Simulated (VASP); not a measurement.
# Mg5Cd3O8 (P1) in VASP: a series of runs, part 2 of 2

VASP 6.6.1.

## 3. Relaxation of volume and atoms at fixed shape, PBEsol

This run uses another cell than the first one, of 10.61 Å³/atom.

INCAR reads:

```
ALGO = Normal ; EDIFF = 1E-7
EDIFFG = -0.03 ; ENCUT = 700
GGA = PS ; GGA_COMPAT = False
IBRION = 2 ; ISIF = 8
ISMEAR = -1 ; ISYM = -1
LASPH = True ; LCHARG = False
LREAL = Auto ; LWAVE = False
NELM = 120 ; NELMIN = 4
NSW = 100 ; PREC = Accurate
SIGMA = 0.05
```

KPOINTS reads:

```
explicit points
1
Reciprocal
  0.25000000   0.25000000   0.25000000 1
```

POSCAR reads:

```
Mg5Cd3O8
1.0
    8.7906970000      0.0000000000      0.0000000000
    0.0000000000      8.7906970000      0.0000000000
    0.0000000000      0.0000000000      8.7906970000
O Mg Cd
32 20 12
Direct
    0.2523980000      0.0018430000      0.0025140000
    0.2491250000      0.9999340000      0.5010770000
    0.2536540000      0.5008430000      0.0000050000
    0.2492670000      0.5015560000      0.5003630000
    0.7512740000      0.0015470000      0.0002930000
    0.7551670000      0.9985340000      0.4977530000
    0.7520100000      0.4947490000      0.0003150000
    0.7499590000      0.4988960000      0.5011870000
    0.9999130000      0.2491430000      0.9985890000
    0.0038870000      0.2499320000      0.4997000000
    0.0018530000      0.7521310000      0.0000070000
    0.9991910000      0.7495580000      0.5054300000
    0.4990130000      0.2496700000      0.9971360000
    0.5010730000      0.2494350000      0.4996310000
    0.4985290000      0.7476280000      0.9977120000
    0.4965090000      0.7486750000      0.5022290000
    0.0031690000      0.0020070000      0.2493840000
    0.9992680000      0.9945630000      0.7492180000
    0.0023050000      0.4976150000      0.2487200000
    0.0017380000      0.5006090000      0.7532110000
    0.5019220000      0.9990330000      0.2464020000
    0.4993690000      0.9993730000      0.7511840000
    0.4962200000      0.5000960000      0.2499590000
    0.5026410000      0.5011590000      0.7514270000
    0.2523780000      0.2481230000      0.2510740000
    0.2502690000      0.2569470000      0.7461560000
    0.2481740000      0.7494710000      0.2496210000
    0.2532920000      0.7471660000      0.7462220000
    0.7521310000      0.2480210000      0.2474100000
    0.7511780000      0.2515680000      0.7488560000
    0.7491500000      0.7469380000      0.2510450000
    0.7519110000      0.7473840000      0.7507000000
    0.0023150000      0.9999950000      0.9982900000
    0.0023210000      0.5002890000      0.9996320000
    0.5026390000      0.0000080000      0.5001160000
    0.4994830000      0.4960040000      0.5011610000
    0.2509430000      0.2530840000      0.5004920000
    0.2528410000      0.7469140000      0.9970890000
    0.2480620000      0.7454570000      0.5043450000
    0.7472050000      0.2505320000      0.4965410000
    0.7489190000      0.7487220000      0.9993770000
    0.2509620000      0.9945650000      0.2509540000
    0.2507900000      0.5003250000      0.7516240000
    0.7485430000      0.0047190000      0.2508970000
    0.7517870000      0.9991730000      0.7520980000
    0.7470860000      0.5042380000      0.7513500000
    0.0021230000      0.2503460000      0.2517480000
    0.9998370000      0.2522900000      0.7499720000
    0.9976870000      0.7478590000      0.2491640000
    0.4986110000      0.2488550000      0.7496690000
    0.4991750000      0.7497960000      0.2503860000
    0.5012880000      0.7510960000      0.7548670000
    0.9971220000      0.0028490000      0.4962820000
    0.9993280000      0.5002270000      0.4983880000
    0.5017950000      0.0019440000      0.9967380000
    0.5004730000      0.5022580000      0.0026770000
    0.2507690000      0.2536800000      0.9992860000
    0.7490400000      0.2530740000      0.9989590000
    0.7481600000      0.7539620000      0.4988920000
    0.2488090000      0.9980280000      0.7487000000
    0.2512310000      0.4978370000      0.2509370000
    0.7475970000      0.4993670000      0.2507050000
    0.9965720000      0.7474330000      0.7514920000
    0.4999770000      0.2496310000      0.2511710000
```

Potentials or basis: VASP PAW PBE potentials, release 64 (O, Mg, Cd).

Run with:

```
> cat potpaw_PBE.64/O/POTCAR potpaw_PBE.64/Mg/POTCAR potpaw_PBE.64/Cd/POTCAR > POTCAR
> mpirun -np 1 vasp_std > vasp.out
```

Run time: 87 min. Hardware: 1 thread of Intel Xeon Platinum 8488C (Sapphire Rapids), shared host; peak memory 1.2 GiB.

The run converged. Its results:

```
Free energy                           : -348.1382 eV
Relaxed volume                        : 10.83 Å³/atom
Relaxed cell                          : a = 8.849 Å, b = 8.849 Å, c = 8.849 Å, α = 90.00°, β = 90.00°, γ = 90.00°
Space group after relaxing (to 0.1 Å) : P1 (No. 1)
Energy gained by relaxing             : 99.6 meV/atom
Ionic steps                           : 14
Pressure after relaxing               : 0.0 GPa
Largest force after relaxing          : 0.030 eV/Å
Band gap on the k mesh                : 2.55 eV
```

Forces in eV/Å, atoms in the order of the input:
```
O   -0.002 -0.008  0.000
O    0.013  0.003  0.005
O    0.001  0.006 -0.008
O    0.022 -0.008 -0.007
O   -0.003  0.006  0.011
O    0.001 -0.012  0.004
O   -0.003 -0.005 -0.006
O   -0.001  0.006  0.005
O   -0.023 -0.001 -0.010
O   -0.001 -0.015  0.001
O    0.004  0.001  0.002
O   -0.007 -0.007 -0.003
O   -0.017  0.003  0.009
O    0.002 -0.005  0.012
O    0.002 -0.027 -0.008
O    0.016 -0.002 -0.014
O   -0.003  0.000  0.003
O    0.006 -0.005  0.006
O    0.004 -0.004 -0.017
O   -0.011  0.012 -0.005
O    0.012  0.010  0.014
O   -0.001  0.003  0.004
O    0.002 -0.001 -0.006
O    0.010  0.003 -0.010
O    0.011  0.002  0.012
O   -0.003  0.009 -0.007
O   -0.002 -0.001 -0.013
O    0.009  0.004  0.000
O   -0.002  0.000  0.001
O   -0.011  0.004  0.008
O    0.004  0.011  0.000
O    0.004 -0.002 -0.003
Mg  -0.003  0.007  0.004
Mg  -0.006 -0.003  0.002
Mg  -0.003  0.001  0.005
Mg   0.007 -0.005 -0.007
Mg   0.004 -0.007  0.001
Mg   0.002  0.010 -0.009
Mg   0.009 -0.006 -0.001
Mg   0.003 -0.001  0.012
Mg  -0.003  0.004 -0.003
Mg   0.002 -0.003 -0.001
Mg  -0.003  0.002 -0.002
Mg  -0.004  0.002  0.006
Mg   0.002 -0.004  0.013
Mg   0.002  0.007 -0.004
Mg   0.001 -0.002  0.003
Mg  -0.008 -0.003  0.005
Mg   0.001 -0.003 -0.006
Mg  -0.009  0.005  0.006
Mg   0.010 -0.010 -0.007
Mg  -0.003  0.004 -0.003
Cd   0.001 -0.013  0.001
Cd   0.008  0.006  0.001
Cd  -0.008  0.027  0.010
Cd  -0.007  0.022 -0.013
Cd  -0.002  0.010  0.000
Cd  -0.013 -0.004  0.003
Cd   0.011 -0.003  0.007
Cd  -0.021 -0.001  0.005
Cd   0.007  0.004 -0.009
Cd   0.002 -0.009  0.000
Cd  -0.003 -0.009 -0.004
Cd  -0.006 -0.004  0.009
```

Stress tensor (GPa, compression positive):
```
 0.10 -0.27 -0.66
-0.27  0.11 -0.71
-0.66 -0.71 -0.19
```

The path:
```csv
step,energy change (eV),largest force (eV/Å),pressure (GPa),volume (Å³)
1,0.0000,3.3499,8.30,679.31
2,-4.6593,0.7590,-7.41,734.80
3,-4.7348,0.9832,-5.98,727.80
4,-6.1503,0.5783,-0.68,696.55
5,-6.1969,0.5458,0.68,689.96
6,-6.3141,0.1972,0.26,691.77
7,-6.3295,0.2151,0.07,692.70
8,-6.3535,0.1324,-0.12,693.49
9,-6.3609,0.1624,-0.29,694.23
10,-6.3694,0.0675,0.20,692.03
11,-6.3694,0.0672,0.19,692.08
12,-6.3727,0.0507,-0.04,693.07
13,-6.3729,0.0537,-0.09,693.29
14,-6.3743,0.0298,0.00,692.85
```

Final structure:
```
CELL_PARAMETERS angstrom
8.84871 0.00000 0.00000
0.00000 8.84871 0.00000
0.00000 0.00000 8.84871
ATOMIC_POSITIONS crystal
O 0.23561 0.98490 0.01224
O 0.26416 0.99855 0.48956
O 0.23632 0.51511 0.98459
O 0.26361 0.50094 0.51272
O 0.76205 0.98727 0.99978
O 0.73807 0.01020 0.50137
O 0.76362 0.51561 0.98473
O 0.73654 0.48697 0.51474
O 0.00086 0.24963 0.00257
O 0.00248 0.24997 0.50146
O 0.00237 0.75015 0.01150
O 0.01827 0.74881 0.48215
O 0.49941 0.25042 0.98200
O 0.49748 0.25027 0.51041
O 0.49607 0.74968 0.00311
O 0.48862 0.75004 0.50091
O 0.99794 0.99894 0.23809
O 0.98546 0.01469 0.76496
O 0.99987 0.49560 0.23299
O 0.99677 0.48665 0.76172
O 0.50385 0.98835 0.26250
O 0.51324 0.00028 0.73693
O 0.50156 0.51514 0.26728
O 0.50252 0.49949 0.73922
O 0.23710 0.23395 0.26552
O 0.24959 0.26153 0.73571
O 0.25192 0.76195 0.25007
O 0.26285 0.73934 0.74835
O 0.76360 0.23395 0.26544
O 0.74909 0.24950 0.73781
O 0.75176 0.76376 0.23872
O 0.73732 0.75161 0.76065
Mg 0.99799 0.99716 0.00312
Mg 0.00034 0.50294 0.99679
Mg 0.50063 0.99906 0.50039
Mg 0.49842 0.50063 0.50646
Mg 0.25290 0.24955 0.50210
Mg 0.24809 0.74979 0.00290
Mg 0.25689 0.74984 0.49746
Mg 0.74754 0.24743 0.50353
Mg 0.75341 0.75217 0.99997
Mg 0.24731 0.99598 0.25253
Mg 0.25325 0.50006 0.74781
Mg 0.75283 0.99750 0.25027
Mg 0.74789 0.00259 0.74994
Mg 0.74774 0.49700 0.75006
Mg 0.00031 0.24360 0.24989
Mg 0.99769 0.25190 0.74910
Mg 0.00336 0.75637 0.24353
Mg 0.50314 0.25225 0.74067
Mg 0.49725 0.75481 0.25312
Mg 0.50023 0.74794 0.74650
Cd 0.00042 0.00098 0.49919
Cd 0.00126 0.49820 0.50080
Cd 0.50115 0.99656 0.99958
Cd 0.50033 0.50320 0.99728
Cd 0.24703 0.24997 0.99878
Cd 0.75368 0.24933 0.99833
Cd 0.74687 0.75016 0.49944
Cd 0.25163 0.00042 0.74950
Cd 0.24913 0.50126 0.25107
Cd 0.75176 0.50098 0.24980
Cd 0.00043 0.74894 0.75330
Cd 0.50050 0.24692 0.25553
```

Levels at points of the mesh, in eV from the valence-band top:
| k point | band 185 | band 186 | band 187 | band 188 | band 189 | band 190 | band 191 | band 192 |
| --- | --- | --- | --- | --- | --- | --- | --- | --- |
| (0.25, 0.25, 0.25) | -0.25 | -0.18 | -0.09 | 0.00 | 2.55 | 3.42 | 4.21 | 4.32 |

Caveat: the PAW data sets were made with another functional, which shifts forces and pressure a little; a shifted mesh leaves out Γ, where band edges can lie. A k mesh can miss the band edges.

## 4. Relaxation of volume and atoms at fixed shape, PBEsol

This run uses another cell than the first one, of 10.61 Å³/atom.

INCAR reads:

```
ALGO = Normal ; EDIFF = 1E-6
EDIFFG = -0.03 ; ENCUT = 600
GGA = PS ; IBRION = 2
ISIF = 8 ; ISMEAR = -1
ISYM = 0 ; LASPH = True
LCHARG = False ; LREAL = Auto
LWAVE = False ; NCORE = 4
NELM = 100 ; NSW = 100
PREC = Accurate ; SIGMA = 0.05
```

KPOINTS reads:

```
Automatic mesh
0
Gamma
  1 1 1
  0.25 0.25 0.25
```

POSCAR is that of step 3.

Run with:

```
> cat potpaw_PBE.64/O/POTCAR potpaw_PBE.64/Mg/POTCAR potpaw_PBE.64/Cd/POTCAR > POTCAR
> mpirun -np 4 vasp_std > vasp.out
```

It took 62 min on 4 MPI ranks of Intel Xeon Platinum 8259CL at 2.50GHz (Skylake/Cascade Lake), shared host; peak memory 0.38 GiB.

Results (log left out):

- Free energy: -348.0757 eV
- Relaxed volume: 10.83 Å³/atom
- Relaxed cell: a = 8.849 Å, b = 8.849 Å, c = 8.849 Å, α = 90.00°, β = 90.00°, γ = 90.00°
- Space group after relaxing (to 0.1 Å): P1 (No. 1)
- Energy gained by relaxing: 100.1 meV/atom
- Ionic steps: 16
- Pressure after relaxing: 0.0 GPa
- Largest force after relaxing: 0.022 eV/Å
- Band gap on the k mesh: 2.55 eV

Forces on the atoms (eV/Å):
```
O    0.002  0.002 -0.005
O    0.004 -0.005  0.000
O   -0.001  0.006 -0.012
O    0.004  0.004 -0.006
O    0.004  0.004  0.002
O    0.007  0.001  0.003
O   -0.002 -0.002 -0.007
O    0.005  0.009  0.001
O   -0.003  0.000 -0.007
O   -0.001 -0.009  0.004
O    0.000  0.004 -0.001
O    0.002 -0.005 -0.001
O   -0.019  0.009  0.005
O    0.001 -0.001 -0.001
O    0.002  0.005 -0.007
O   -0.006 -0.005 -0.010
O    0.000 -0.005 -0.001
O   -0.002 -0.006  0.001
O   -0.004  0.002 -0.003
O   -0.004  0.011 -0.007
O    0.001  0.002  0.002
O    0.007  0.003  0.012
O    0.007 -0.009 -0.007
O    0.006 -0.010  0.001
O    0.007 -0.003 -0.001
O    0.005 -0.001  0.009
O   -0.004  0.004  0.002
O   -0.003  0.004 -0.004
O   -0.007 -0.004 -0.003
O   -0.007 -0.001  0.009
O    0.003 -0.004  0.004
O    0.012 -0.001 -0.001
Mg   0.006  0.002  0.000
Mg  -0.006 -0.004 -0.004
Mg   0.004 -0.001  0.012
Mg   0.012 -0.004 -0.012
Mg   0.004  0.000  0.000
Mg   0.005  0.009 -0.007
Mg   0.008 -0.008 -0.001
Mg   0.000 -0.005  0.007
Mg  -0.009 -0.003  0.005
Mg   0.002  0.000 -0.001
Mg  -0.001 -0.001 -0.006
Mg   0.004 -0.001  0.008
Mg  -0.005 -0.005  0.001
Mg   0.000  0.009 -0.002
Mg  -0.001  0.001  0.003
Mg  -0.004 -0.007 -0.001
Mg  -0.008 -0.001  0.008
Mg  -0.007 -0.002 -0.004
Mg   0.013 -0.004 -0.002
Mg   0.001  0.010  0.000
Cd  -0.003 -0.004 -0.001
Cd   0.003  0.001  0.003
Cd  -0.011 -0.003  0.002
Cd   0.003  0.010 -0.006
Cd  -0.004  0.002  0.003
Cd  -0.016  0.004  0.007
Cd   0.001 -0.001 -0.004
Cd  -0.010  0.005  0.000
Cd   0.011  0.002 -0.002
Cd  -0.002  0.000  0.001
Cd  -0.004  0.001  0.004
Cd  -0.002 -0.001  0.017
```

Stress tensor (GPa, compression positive):
```
 0.11 -0.08 -0.48
-0.08  0.12 -0.54
-0.48 -0.54 -0.19
```

The path:
```csv
step,energy change (eV),largest force (eV/Å),pressure (GPa),volume (Å³)
1,0.0000,3.3534,8.30,679.31
2,-4.7092,0.7603,-7.28,734.83
3,-4.7771,0.9740,-5.94,728.16
4,-6.1799,0.5769,-0.70,696.98
5,-6.2284,0.5435,0.66,690.28
6,-6.3436,0.2079,0.24,692.09
7,-6.3591,0.2166,0.05,693.03
8,-6.3830,0.1345,-0.11,693.66
9,-6.3908,0.1666,-0.26,694.29
10,-6.3993,0.0687,0.18,692.28
11,-6.3993,0.0688,0.19,692.24
12,-6.4028,0.0470,-0.05,693.29
13,-6.4029,0.0460,-0.10,693.52
14,-6.4044,0.0326,0.01,693.02
15,-6.4044,0.0540,0.04,692.88
16,-6.4053,0.0219,0.01,692.98
```

Levels at points of the mesh, in eV from the valence-band top:
| k point | band 186 | band 187 | band 188 | band 189 | band 190 | band 191 |
| --- | --- | --- | --- | --- | --- | --- |
| (0.25, 0.25, 0.25) | -0.18 | -0.09 | 0.00 | 2.55 | 3.41 | 4.20 |

Caveat: the PAW data sets were made with another functional, which shifts forces and pressure a little; a shifted mesh leaves out Γ, where band edges can lie.

## 5. Summary

| task | cell | cutoff (eV) | gap on the mesh (eV) | pressure (GPa) | relaxed volume (Å³/atom) | largest force (eV/Å) |
| --- | --- | --- | --- | --- | --- | --- |
| single point | a = 8.844 Å, 64 atoms, atomic positions A | 700 | 2.57 | 0.4 | - | 0.11 |
| relaxation of volume and atoms at fixed shape | relaxed from a = 8.791 Å, 64 atoms, atomic positions B | 700 | 2.55 | 0.0 | 10.83 | 0.03 |
| relaxation of volume and atoms at fixed shape | relaxed from a = 8.791 Å, 64 atoms, atomic positions B | 600 | 2.55 | 0.0 | 10.83 | 0.02 |

Alike in all rows: level PBEsol; potentials or basis VASP PAW PBE potentials, release 64 (O, Mg, Cd); no spin polarisation; k mesh 1 × 1 × 1, shifted; smearing fermi-dirac 0.05 eV.

Caveats: the PAW data sets were made with another functional, which shifts forces and pressure a little; a shifted mesh leaves out Γ, where band edges can lie.

Absolute energies hang on the potentials; compare differences alone.
